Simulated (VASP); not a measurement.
# InP (F-43m) in VASP: dielectric tensor with r2SCAN

Aim: the dielectric tensor of InP with r2SCAN.

Program: VASP 6.6.1. These are calculated values, not measurements. Logs are shortened: lines on timing, memory, paths and dates and some standing lists are left out, and cuts for length are marked.

## 1. The cell of the first run

Symmetry: F-43m, No. 216, cubic system. Conventional cell: a = 5.908 Å, b = 5.908 Å, c = 5.908 Å, α = 90.00°, β = 90.00°, γ = 90.00°. Within 3.4 Å of In (site symmetry -43m) lie 4 P at 2.56 Å. P (site symmetry -43m) has 4 In at 2.56 Å within 3.4 Å.

## 2. Dielectric tensor, r2SCAN

The input, INCAR:

```
  ALGO = Normal
  EDIFF = 1E-8
  ENCUT = 520
  ISIF = 2
  ISMEAR = 0
  LASPH = T
  LCALCEPS = T
  LCHARG = F
  LMIXTAU = T
  LREAL = F
  LWAVE = F
  METAGGA = R2SCAN
  NELM = 80
  PREC = Accurate
  SIGMA = 0.01
```

The input, KPOINTS:

```
k-points
0
Gamma
  6 6 6
```

The input, POSCAR:

```
InP
1.0
    0.0000000000      2.9537876348      2.9537876348
    2.9537876348      0.0000000000      2.9537876348
    2.9537876348      2.9537876348      0.0000000000
In P
1 1
Direct
    0.0000000000      0.0000000000      0.0000000000
    0.2500000000      0.2500000000      0.2500000000
```

Potentials or basis: VASP PAW PBE potentials, release 64 (In_d, P).

Started as:

```sh
$ cat potpaw_PBE.64/In_d/POTCAR potpaw_PBE.64/P/POTCAR > POTCAR
$ mpirun -np 1 vasp_std > vasp.out
```

OUTCAR:

```text
EDIFF = 1E-8
   ENCUT = 520
   ISIF = 2
   ISMEAR = 0
   LASPH = T
   LREAL = F
   METAGGA = R2SCAN
   NELM = 80
   PREC = Accurate

 ion  position               nearest neighbor table
   1  0.000  0.000  0.000-   2 2.56   2 2.56   2 2.56   2 2.56
   2  0.250  0.250  0.250-   1 2.56   1 2.56   1 2.56   1 2.56

  LATTYP: Found a face centered cubic cell.
 ALAT       =     5.9075752696

  Lattice vectors:

 A1 = (   0.0000000000,   2.9537876348,   2.9537876348)
 A2 = (   2.9537876348,   0.0000000000,   2.9537876348)
 A3 = (   2.9537876348,   2.9537876348,   0.0000000000)

Analysis of symmetry for initial positions (statically):
=====================================================================
 Subroutine PRICEL returns:
 Original cell was already a primitive cell.

 Routine SETGRP: Setting up the symmetry group for a
 face centered cubic supercell.

 Subroutine GETGRP returns: Found 24 space group operations
 (whereof 24 operations were pure point group operations)
 out of a pool of 48 trial point group operations.

The static configuration has the point symmetry T_d .

Analysis of symmetry for dynamics (positions and initial velocities):
=====================================================================
 Subroutine PRICEL returns:
 Original cell was already a primitive cell.

 Routine SETGRP: Setting up the symmetry group for a
 face centered cubic supercell.

 Subroutine GETGRP returns: Found 24 space group operations
 (whereof 24 operations were pure point group operations)
 out of a pool of 48 trial point group operations.

The dynamic configuration has the point symmetry T_d .

 Subroutine INISYM returns: Found 24 space group operations
 (whereof 24 operations are pure point group operations),
 and found     1 'primitive' translations

----------------------------------------------------------------------------------------

                                     Primitive cell

  volume of cell :      51.5428

  direct lattice vectors                    reciprocal lattice vectors
     0.000000000  2.953787635  2.953787635    -0.169274187  0.169274187  0.169274187
     2.953787635  0.000000000  2.953787635     0.169274187 -0.169274187  0.169274187
     2.953787635  2.953787635  0.000000000     0.169274187  0.169274187 -0.169274187

  length of vectors
     4.177286534  4.177286534  4.177286534     0.293191492  0.293191492  0.293191492

  position of ions in fractional coordinates (direct lattice)
     0.000000000  0.000000000  0.000000000
     0.250000000  0.250000000  0.250000000

  ion indices of the primitive-cell ions
   primitive index   ion index
                 1           1
                 2           2

----------------------------------------------------------------------------------------

 KPOINTS: k-points

Automatic generation of k-mesh.
 Grid dimensions read from file:
 generate k-points for:    6    6    6

 Generating k-lattice:

  Cartesian coordinates                     Fractional coordinates (reciprocal lattice)
    -0.028212364  0.028212364  0.028212364     0.166666667  0.000000000  0.000000000
     0.028212364 -0.028212364  0.028212364     0.000000000  0.166666667  0.000000000
     0.028212364  0.028212364 -0.028212364     0.000000000  0.000000000  0.166666667

  Length of vectors
     0.048865249  0.048865249  0.048865249

  Shift w.r.t. Gamma in fractional coordinates (k-lattice)
     0.000000000  0.000000000  0.000000000

 Subroutine IBZKPT returns following result:
 ===========================================

 Found     16 irreducible k-points:

 Following reciprocal coordinates:
            Coordinates               Weight
  0.000000  0.000000  0.000000      1.000000
  0.166667  0.000000  0.000000      8.000000
  0.333333  0.000000  0.000000      8.000000
  0.500000  0.000000  0.000000      4.000000
  0.166667  0.166667  0.000000      6.000000
  0.333333  0.166667  0.000000     24.000000
[... 8 lines left out ...]
 -0.333333  0.333333  0.166667     24.000000
 -0.333333  0.500000  0.166667     12.000000
   k-points           NKPTS =     16   k-points in BZ     NKDIM =     16   number of bands    NBANDS=     13
   number of dos      NEDOS =    301   number of ions     NIONS =      2
   total plane-waves  NPLWV =  32768
   dimension x,y,z NGX =    32 NGY =   32 NGZ =   32
   dimension x,y,z NGXF=    64 NGYF=   64 NGZF=   64
   ions per type =               1   1
   NGX,Y,Z   is equivalent  to a cutoff of  12.74, 12.74, 12.74 a.u.
   NGXF,Y,Z  is equivalent  to a cutoff of  25.47, 25.47, 25.47 a.u.
 SYSTEM =  unknown system
   PREC   = accura    normal or accurate (medium, high low for compatibility)
   ISTART =      0    job   : 0-new  1-cont  2-samecut
   ICHARG =      2    charge: 1-file 2-atom 10-const
   ISPIN  =      1    spin polarized calculation?
   LNONCOLLINEAR =      F non collinear calculations
   LSORBIT =      F    spin-orbit coupling
   LASPH  =      T    aspherical Exc in radial PAW
   ENCUT  =  520.0 eV  38.22 Ry    6.18 a.u.   7.77  7.77  7.77*2*pi/ulx,y,z
   NELM   =     80;   NELMIN=  2; NELMDL= -5     # of ELM steps
   EDIFF  = 0.1E-07   stopping-criterion for ELM
   LREAL  =      F    real-space projection
   EDIFFG = 0.1E-06   stopping-criterion for IOM
   NSW    =      0    number of steps for IOM
   IBRION =     -1    ionic relax: 0-MD 1-quasi-New 2-CG
   NFREE  =      0    steps in history (QN), initial steepest desc. (CG)
   ISIF   =      2    stress and relaxation
   ISYM   =      2    0-nonsym 1-usesym 2-fastsym
   POTIM  = 0.5000    time-step for ionic-motion
   TEBEG  =    0.0;   TEEND  =   0.0 temperature during run
   PSTRESS=    0.0 pullay stress
   NELECT =      18.0000    total number of electrons
   NUPDOWN=      -1.0000    fix difference up-down
   EMIN   =  10.00;   EMAX   =-10.00  energy-range for DOS
   EFERMI =   0.00;   METHOD = LEGACY
   ISMEAR =     0;   SIGMA  =   0.01  broadening in eV -4-tet -1-fermi 0-gaus
   EFERMI_NEDOS =   21; number of points for ismear=-14 and -15
   IALGO  =     38    algorithm
   IMIX   =      4    mixing-type and parameters
     AMIX     =   0.40;   BMIX     =  1.00
     AMIX_MAG =   1.60;   BMIX_MAG =  1.00
  volume/ion in A,a.u.               =      25.77       173.91
  Fermi-wavevector in a.u.,A,eV,Ry     =   1.152860  2.178589 18.083301  1.329085
  Thomas-Fermi vector in A             =   2.289508
   LORBIT       =      0    0 simple, 1 ext, 2 COOP (PROOUT), +10 PAW based schemes
   METAGGA = R2SCAN    functional components
   LHFCALC =     F    Hartree Fock is set to
   AEXX    =    0.0000 exact exchange contribution
   IVDW    =     0    specifies the selected vdW correction
   LEPSILON=     F    determine dielectric tensor
   LRPA    =     F    only Hartree local field effects (RPA)
   LRPA       =     F
 non-spin polarized calculation
 Gauss-broadening in eV      SIGMA  =   0.01
  energy-cutoff  :      520.00
  volume of cell :       51.54
 maximum number of plane-waves:      1411
   NGX = 15   NGY = 15   NGZ = 15

 number of electron      18.0000009 magnetization

 Free energy of the ion-electron system (eV)
  ---------------------------------------------------
  ext. energy  EPLUGINS =         0.00000000
  ---------------------------------------------------
  free energy    TOTEN  =       -32.28863599 eV

  energy without entropy =      -32.28863599  energy(sigma->0) =      -32.28863599

 E-fermi :   4.8075     XC(G=0):  -9.7689

 val. band max:        4.7593750733   @ k =   0.0000   0.0000   0.0000
 cond. band min:   10000.0000000000   @ k =   0.0000   0.0000   0.0000
 fundamental gap:   9995.2406249267
 Fermi energy:         4.8075003842

 k-point     1 :       0.0000    0.0000    0.0000
  band No.  band energies     occupation
      1      -9.8595      2.00000
      2      -9.8587      2.00000
      3      -9.8579      2.00000
      4      -9.6923      2.00000
      5      -9.6923      2.00000
      6      -7.0764      2.00000
      7       4.7587      2.00000
      8       4.7590      2.00000
      9       4.7594      2.00000
     10   10000.0000      0.00000
     11   10000.0000      0.00000
     12   10000.0000      0.00000
     13   10000.0000      0.00000
[... 353 lines left out ...]
 k-point    24 :       0.0000    0.3333    0.1667
  band No.  band energies     occupation
      1      -9.9628      2.00000
      2      -9.8148      2.00000
      3      -9.8100      2.00000
      4      -9.7071      2.00000
      5      -9.6766      2.00000
      6      -5.9971      2.00000
      7       0.7985      2.00000
      8       3.2769      2.00000
      9       3.4502      2.00000
     10   10000.0000      0.00000
     11   10000.0000      0.00000
     12   10000.0000      0.00000
     13   10000.0000      0.00000

 [... further k-points ...]

------------------------ aborting loop because EDIFF is reached ----------------------------------------

            Ionic dipole moment: p[ion]=(     7.38447     7.38447     7.38447 ) |e| Angst

 Total electronic dipole moment: p[elc]=(     0.01146     0.01146     0.03495 ) |e| Angst

 MACROSCOPIC STATIC DIELECTRIC TENSOR (including local field effects)
 ------------------------------------------------------
           9.256710     0.000000     0.000000
           0.000000     9.256710    -0.000000
           0.000000     0.000000     9.256710
 ------------------------------------------------------

 PIEZOELECTRIC TENSOR (including local field effects) (e Angst)
          XX          YY          ZZ          XY          YZ          ZX
  --------------------------------------------------------------------------------
  x    -0.00000    -0.00000    -0.00000     0.00000    -2.57923    -0.00000
  y    -0.00000    -0.00000    -0.00000     0.00000     0.00000    -2.57923
  z    -0.00000    -0.00000    -0.00000    -2.57923     0.00000     0.00000

 PIEZOELECTRIC TENSOR (including local field effects) (C/m^2)
          XX          YY          ZZ          XY          YZ          ZX
  --------------------------------------------------------------------------------
  x    -0.00000    -0.00000    -0.00000     0.00000    -0.80174    -0.00000
  y    -0.00000    -0.00000    -0.00000     0.00000     0.00000    -0.80174
  z    -0.00000    -0.00000    -0.00000    -0.80174     0.00000     0.00000

 BORN EFFECTIVE CHARGES (including local field effects) (in |e|, cummulative output)
 ---------------------------------------------------------------------------------
 ion    1
    1     2.57342     0.00000     0.00000
    2    -0.00000     2.57342    -0.00000
    3     0.00000    -0.00000     2.57342
 ion    2
    1    -2.57342     0.00000    -0.00000
    2     0.00000    -2.57342     0.00000
    3    -0.00000     0.00000    -2.57342

  FORCE on cell =-STRESS in cart. coord.  units (eV):
  Direction    XX          YY          ZZ          XY          YZ          ZX
  --------------------------------------------------------------------------------------
  -------------------------------------------------------------------------------------
  Total       -0.0433334     -0.0433334     -0.0433334      0.0000000      0.0000000      0.0000000
  in kB       -1.3469922     -1.3469922     -1.3469922      0.0000000      0.0000000      0.0000000
  external PRESSURE =      -1.3469922 kB  Pullay stress =       0.0000000 kB

 VOLUME and BASIS-vectors are now :
 -----------------------------------------------------------------------------
  energy-cutoff  :      520.00
  volume of cell :       51.54
      direct lattice vectors                 reciprocal lattice vectors
     0.000000000  2.953787635  2.953787635    -0.169274187  0.169274187  0.169274187
     2.953787635  0.000000000  2.953787635     0.169274187 -0.169274187  0.169274187
     2.953787635  2.953787635  0.000000000     0.169274187  0.169274187 -0.169274187

 POSITION                                       TOTAL-FORCE (eV/Angst)
 -----------------------------------------------------------------------------------
      0.00000      0.00000      0.00000        -0.000000      0.000000      0.000000
      1.47689      1.47689      1.47689         0.000000     -0.000000     -0.000000
 -----------------------------------------------------------------------------------
    total drift:                               -0.000002     -0.000002     -0.000002

  FREE ENERGIE OF THE ION-ELECTRON SYSTEM (eV)
  ---------------------------------------------------
  free  energy   TOTEN  =       -32.2886359875 eV

  energy  without entropy=      -32.2886359875  energy(sigma->0) =      -32.28863599
```

It took 64 min on 1 thread of Intel Xeon 8259CL, shared host; peak memory 0.36 GiB.

Results:

```
Band gap on the k mesh                  : 1.03 eV
Electronic dielectric tensor (diagonal) : 9.26
Born charges (mean of the diagonal)     : In +2.57; P -2.57 e
```

Levels at points of the mesh, in eV from the valence-band top:
```csv
k point,band 7,band 8,band 9,band 10,band 11,band 12
"(0.00, 0.00, 0.00)",0.00,0.00,0.00,1.03,4.44,4.44
"(0.50, 0.00, 0.00)",-5.75,-0.97,-0.97,1.80,5.15,5.15
"(0.50, 0.50, 0.00)",-5.77,-2.33,-2.33,2.04,2.54,9.72
```

Electronic dielectric tensor:
```
9.26 0.00 0.00
0.00 9.26 0.00
0.00 0.00 9.26
```

Born effective charge tensors (e):
atom 1, In
```
2.57 0.00 0.00
0.00 2.57 0.00
0.00 0.00 2.57
```
atom 2, P
```
-2.57  0.00  0.00
 0.00 -2.57  0.00
 0.00  0.00 -2.57
```

Dipole moments of the cell (e·Å, modulo the quantum): ionic 7.384, 7.384, 7.384; electronic 0.011, 0.011, 0.035

Caveat: the PAW data sets were made with another functional, which shifts forces and pressure a little; spin-orbit coupling is left out, which moves the levels of the heavy elements.
